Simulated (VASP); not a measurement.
EuS:

```
Eu S
1.0
     0.00000    2.97850    2.97850
     2.97850    0.00000    2.97850
     2.97850    2.97850    0.00000
Eu S
1 1
Direct
  0.00000 0.00000 0.00000
  0.50000 0.50000 0.50000
```

Base run:

| Quantity | Value |
| --- | --- |
| Program | VASP 6.6.1 |
| Functional | BLYP |
| Potentials or basis | VASP PAW PBE potentials, release 64 (Eu, S) |
| Cutoff | 600 eV |
| k mesh | 7 × 7 × 7 |
| Occupations | fermi-dirac, width 0.1 eV |
| Spin | collinear spin, ferromagnetic start |
| Starting moments | [7.0, 0.0] μB |

Its results: pressure 0.5 GPa; net moment 6.95 μB per cell; site moments Eu +6.60; S -0.05 μB.

**Question.** The run is repeated on the same cell with these changes: functional from BLYP to RPBE. What comes out?

**Answer.** Pressure -0.6 GPa; net moment 6.97 μB per cell; site moments Eu +6.58; S -0.08 μB.

Caveats: the PAW data sets were made with another functional, which shifts forces and pressure a little; a cell with one magnetic atom can't hold antiferromagnetic order, which such compounds often take.
